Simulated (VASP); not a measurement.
Wanted: the native input for a VASP 6.6.1 run.

| Quantity | Value |
| --- | --- |
| Task | relaxation of cell and atoms |
| Functional | PBE |
| Potentials or basis | VASP PAW PBE potentials, release 64 (Zn, O) |
| Cutoff | 600 eV |
| k mesh | 12 × 12 × 7 |
| Occupations | fermi-dirac, width 0.1 eV |
| Spin | no spin polarisation |
| Target pressure | 130 GPa |
| Dipole correction | no |
| Further INCAR settings | ALGO = Normal; EDIFF = 1e-06; IBRION = 2; EDIFFG = -0.005; NSW = 60; ISIF = 3 |

The structure of ZnO (NiAs type) lies in POSCAR:

```
ZnO
1.0
    2.7588844769      0.0000000000      0.0000000000
   -1.3794422384      2.3892640431      0.0000000000
    0.0000000000      0.0000000000      4.2762709392
Zn O
2 2
Direct
    0.0000000000      0.0000000000      0.0000000000
    0.0000000000      0.0000000000      0.5000000000
    0.3333333333      0.6666666667      0.2500000000
    0.6666666667      0.3333333333      0.7500000000
```

These files were run (other wordings do the same):

INCAR

```
ALGO = Normal
EDIFF = 1E-6
EDIFFG = -0.005
ENCUT = 600
GGA = PE
IBRION = 2
ISIF = 3
ISMEAR = -1
LASPH = True
LCHARG = False
LREAL = False
LWAVE = False
NELM = 60
NSW = 60
PREC = Accurate
PSTRESS = 1300.0
SIGMA = 0.1
```

KPOINTS

```
k-points
0
Gamma
  12 12 7
```

Potentials or basis: VASP PAW PBE potentials, release 64 (Zn, O).

Launch:

```bash
$ cat potpaw_PBE.64/Zn/POTCAR potpaw_PBE.64/O/POTCAR > POTCAR
$ mpirun -np 1 vasp_std > vasp.out
```

Results of the run:

The relaxed volume is 7.20 Å³/atom. The relaxed cell is a = 2.631 Å, b = 2.631 Å, c = 4.805 Å, α = 90.00°, β = 90.00°, γ = 120.00°, the space group after relaxing (to 0.1 Å) is P6_3/mmc (No. 194) and the energy change on relaxing (the run minimises the enthalpy) is -277.4 meV/atom. The ionic steps are 11 and the pressure after relaxing is 130.1 GPa. The band gap on the k mesh is 2.47 eV.

Caveat: the cell is relaxed towards a set pressure, so the run minimises the enthalpy, not the energy; an odd mesh through Γ misses points on the zone boundary, where band edges can lie.

Run time: 8.8 min on 1 thread of Intel Xeon 8259CL (shared host), peak memory 0.2 GiB.
